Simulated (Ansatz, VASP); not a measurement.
Ta2N: VASP beside Ansatz

Contents of INCAR:

```
SYSTEM = Ta2N
PREC = Accurate
ENCUT = 520
EDIFF = 1E-6
ISMEAR = 0
SIGMA = 0.1
LREAL = .FALSE.
LASPH = .TRUE.
NELM = 60
ALGO = Normal
ISIF = 2
LWAVE = .FALSE.
LCHARG = .FALSE.
GGA = PS
NBANDS = 50
```

File KPOINTS:

```
Automatic mesh
0
G
  1 1 1
  0 0 0
```

Contents of POSCAR:

```
Ta2N
1.0
    5.2965720514      0.0000000000      0.0000000000
   -2.6482860257      4.5869659495      0.0000000000
    0.0000000000      0.0000000000      4.9391825701
Ta N
6 3
Direct
    0.6663616700      0.6663616700      0.7536182600
    0.0000000000      0.3336383300      0.7536182600
    0.3336383300      0.0000000000      0.7536182600
    0.3336383300      0.3336383300      0.2463817400
    0.0000000000      0.6663616700      0.2463817400
    0.6663616700      0.0000000000      0.2463817400
    0.6666666667      0.3333333333      0.5000000000
    0.3333333333      0.6666666667      0.5000000000
    0.0000000000      0.0000000000      0.0000000000
```

Input for Ansatz:

```yaml
crystal:
  lattice:
    - [5.2965720514, 0.0, 0.0]
    - [-2.6482860257, 4.5869659495, 0.0]
    - [0.0, 0.0, 4.9391825701]
  atoms:
    - { symbol: Ta, position: [0.66636167, 0.66636167, 0.75361826] }
    - { symbol: Ta, position: [0.0, 0.33363833, 0.75361826] }
    - { symbol: Ta, position: [0.33363833, 0.0, 0.75361826] }
    - { symbol: Ta, position: [0.33363833, 0.33363833, 0.24638174] }
    - { symbol: Ta, position: [0.0, 0.66636167, 0.24638174] }
    - { symbol: Ta, position: [0.66636167, 0.0, 0.24638174] }
    - { symbol: "N", position: [0.6666666667, 0.3333333333, 0.5] }
    - { symbol: "N", position: [0.3333333333, 0.6666666667, 0.5] }
    - { symbol: "N", position: [0.0, 0.0, 0.0] }
basis:
  ecutwfc: 420
kpoints:
  mp_grid: { grid: [1, 1, 1] }
hamiltonian:
  xc: pbesol
scf:
  occupations: { method: gaussian, width: 0.1 }
output:
  forces: true
  stress: true
  eigenvalues: true
```

Alike in both runs: task single point; functional PBEsol; k mesh 1 × 1 × 1; occupations gaussian, width 0.1 eV; no spin polarisation.

```csv
,VASP,Ansatz
version,VASP 6.6.1,Ansatz 0.2.0
potentials or method,"VASP PAW PBE potentials, release 64 (Ta_pv, N), cutoff 520 eV","scalar-relativistic, plane waves, PAW"
valence electrons in the cell,81,93
```

```tsv
	VASP	Ansatz	Ansatz less VASP
pressure (GPa)	7.6	6.8	-0.81
traceless stress, the component that is largest in VASP (GPa)	-2.38	-2.27	+0.110
rms of the force components (eV/Å)	0.359	0.351	-0.0078
```

VASP's potentials were made for PBE, not for PBEsol. Atom by atom the forces differ by 0.009 eV/Å (rms over components). VASP's potentials hold 81 valence electrons a cell and Ansatz's 93, so a difference there can come from the potentials and not from the codes.

The k mesh is coarse, so the values compare programs but aren't converged. Neither program's run includes spin-orbit coupling.
